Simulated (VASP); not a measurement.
Set up this calculation in VASP 6.6.1, as the native input.

```
Task                   : dielectric tensor
Functional             : PBEsol
Potentials or basis    : VASP PAW PBE potentials, release 64 (Ga_d, P)
Cutoff                 : 400 eV
k mesh                 : 6 × 6 × 6
Occupations            : gaussian, width 0.01 eV
Spin                   : no spin polarisation
Dipole correction      : no
Further INCAR settings : ALGO = Normal; EDIFF = 1e-08
```

The structure of GaP lies in POSCAR:

```
GaP
1.0
    0.0000000000      2.7252500000      2.7252500000
    2.7252500000      0.0000000000      2.7252500000
    2.7252500000      2.7252500000      0.0000000000
Ga P
1 1
Direct
    0.0000000000      0.0000000000      0.0000000000
    0.7500000000      0.7500000000      0.7500000000
```

The input as run:

INCAR

```
ALGO = Normal ; EDIFF = 1E-8
ENCUT = 400 ; GGA = PS
GGA_COMPAT = False ; ISIF = 2
ISMEAR = 0 ; LASPH = True
LCHARG = False ; LEPSILON = True
LREAL = False ; LWAVE = False
NELM = 120 ; PREC = Accurate
SIGMA = 0.01
```

KPOINTS

```
k-points
0
Gamma
  6 6 6
```

Potentials or basis: VASP PAW PBE potentials, release 64 (Ga_d, P).

Command:

```sh
$ cat potpaw_PBE.64/Ga_d/POTCAR potpaw_PBE.64/P/POTCAR > POTCAR
$ mpirun -np 1 vasp_std > vasp.out
```

It gave:

- Band gap on the k mesh: 1.51 eV (least direct gap 1.75 eV)
- Electronic dielectric tensor (diagonal): 13.51
- Born charges (mean of the diagonal): Ga +2.35; P -2.35 e

It took 2.8 min on 1 thread of Intel(R) Xeon(R) 6975P-C (Granite Rapids) (shared host), peak memory 0.19 GiB.
